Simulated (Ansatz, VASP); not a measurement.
## Two plane-wave programs on BN

Contents of INCAR:

```
ALGO = Normal
EDIFF = 1E-6
ENCUT = 520
GGA = PS
ISIF = 2
ISMEAR = 0
LASPH = True
LCHARG = True
LELF = True
LREAL = False
LVHAR = True
LWAVE = False
NBANDS = 11
NELM = 80
PREC = Accurate
SIGMA = 0.01
```

KPOINTS

```
k-points
0
Gamma
  12 12 12
```

The input POSCAR:

```
BN
1.0
    0.0000000000      1.8028454624      1.8028454624
    1.8028454624      0.0000000000      1.8028454624
    1.8028454624      1.8028454624      0.0000000000
B N
1 1
Direct
    0.0000000000      0.0000000000      0.0000000000
    0.7500000000      0.7500000000      0.7500000000
```

Input for Ansatz:

```yaml
crystal:
  lattice:
    - [0.0, 1.8028454624, 1.8028454624]
    - [1.8028454624, 0.0, 1.8028454624]
    - [1.8028454624, 1.8028454624, 0.0]
  atoms:
    - { symbol: B, position: [0.0, 0.0, 0.0] }
    - { symbol: "N", position: [0.75, 0.75, 0.75] }
basis:
  ecutwfc: 420
kpoints:
  mp_grid: { grid: [12, 12, 12] }
hamiltonian:
  xc: pbesol
scf:
  occupations: { method: gaussian, width: 0.01 }
  n_extra_bands: 12
output:
  eigenvalues: true
  optics: { e_range: [0, 14], sigma: 0.1, nscf_kmesh: { grid: [18, 18, 18] } }
checkpoint:
  read: start.run
  write: ck
  compress: false
  write_wavefunctions: false
  write_every: 100000
```

Alike in both runs: task single point; functional PBEsol; k mesh 12 × 12 × 12; occupations gaussian, width 0.01 eV; no spin polarisation.

|  | VASP | Ansatz |
| --- | --- | --- |
| version | VASP 6.6.1 | Ansatz 0.2.0 |
| potentials or method | VASP PAW PBE potentials, release 64 (B, N), cutoff 520 eV | scalar-relativistic, plane waves, PAW |
| valence electrons in the cell | 8 | 8 |

```csv
,VASP,Ansatz,Ansatz less VASP
gap on the k mesh at the Fermi level (eV),4.28,4.30,+0.013
least direct gap on the mesh (eV),8.80,8.81,+0.009
```

VASP's potentials were made for PBE, not for PBEsol.
